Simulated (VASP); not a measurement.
Input of a VASP 6.6.1 run:

The input INCAR:

```
  ALGO = Normal
  EDIFF = 1E-6
  EDIFFG = -0.04
  ENCUT = 600
  GGA = PE
  IBRION = 2
  ISIF = 3
  ISMEAR = 0
  LASPH = True
  LCHARG = False
  LREAL = False
  LWAVE = False
  NELM = 60
  NSW = 90
  PREC = Accurate
  SIGMA = 0.1
```

File KPOINTS:

```
k-points
0
Gamma
  3 3 6
```

File POSCAR:

```
GaS5
1.0
    6.0058411785      0.0000000000      0.0000000000
   -3.0029205893      5.2012110317      0.0000000000
    0.0000000000      0.0000000000      3.4059788008
Ga S
1 5
Direct
    0.0000000000      0.0000000000      0.5000000000
    0.0000000000      0.3172379636      0.0000000000
    0.6827620364      0.6827620364      0.0000000000
    0.3172379636      0.0000000000      0.0000000000
    0.6666666667      0.3333333333      0.5000000000
    0.3333333333      0.6666666667      0.5000000000
```

Potentials or basis: VASP PAW PBE potentials, release 64 (Ga_d, S).

Launch:

```bash
$ cat potpaw_PBE.64/Ga_d/POTCAR potpaw_PBE.64/S/POTCAR > POTCAR
$ mpirun -np 1 vasp_std > vasp.out
```

What does it give for the space group after relaxing (to 0.05 Å)?

P-62m (No. 189).

What does it give for the relaxed volume?

17.60 Å³/atom.

Estimate the relaxed cell.

a = 5.950 Å, b = 5.950 Å, c = 3.445 Å, α = 90.00°, β = 90.00°, γ = 120.00°.

Stress tensor (GPa, compression positive):
```
-0.15  0.00  0.00
 0.00 -0.15  0.00
 0.00  0.00 -0.28
```

Caveat: the k points lie up to 0.41 Å⁻¹ apart in the final cell.
